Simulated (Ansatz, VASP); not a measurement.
## Two plane-wave programs on CaZn2Re2

```
Zn Ca Re
1.0
     3.99107    0.00000    0.00000
    -1.99553    3.45636    0.00000
     0.00000    0.00000    6.70779
Zn Ca Re
2 1 2
Direct
  0.33333 0.66667 0.61465
  0.66667 0.33333 0.38535
  0.00000 0.00000 0.00000
  0.33333 0.66667 0.22750
  0.66667 0.33333 0.77250
```

Alike in both runs: functional PBEsol; k mesh 8 × 8 × 5; no spin polarisation.

Ansatz relaxed the structure, and its values are those at the end. VASP's run is a single point on that final structure, the one shown.

```csv
,VASP,Ansatz
version,VASP 6.6.1,Ansatz 0.2.0
potentials or method,"VASP PAW PBE potentials, release 64 (Zn, Ca_sv, Re), cutoff 520 eV",PAW plane waves
occupations,"fermi-dirac, width 0.1 eV",fermi-dirac
valence electrons in the cell,48,64
```

Ansatz gave:

| Item | Value |
| --- | --- |
| pressure (GPa) | 1.3 |
| rms of the force components (eV/Å) | 0.001 |

Task: What did VASP give for the same quantities?

Result: Pressure (GPa): 1.7; rms of the force components (eV/Å): 0.010.

VASP's potentials were made for PBE, not for PBEsol. VASP's potentials hold 48 valence electrons a cell and Ansatz's 64, so a difference there can come from the potentials and not from the codes. Ansatz's warnings: stress scf threshold loose, structure snapped to symmetry.

Neither program's run includes spin-orbit coupling.
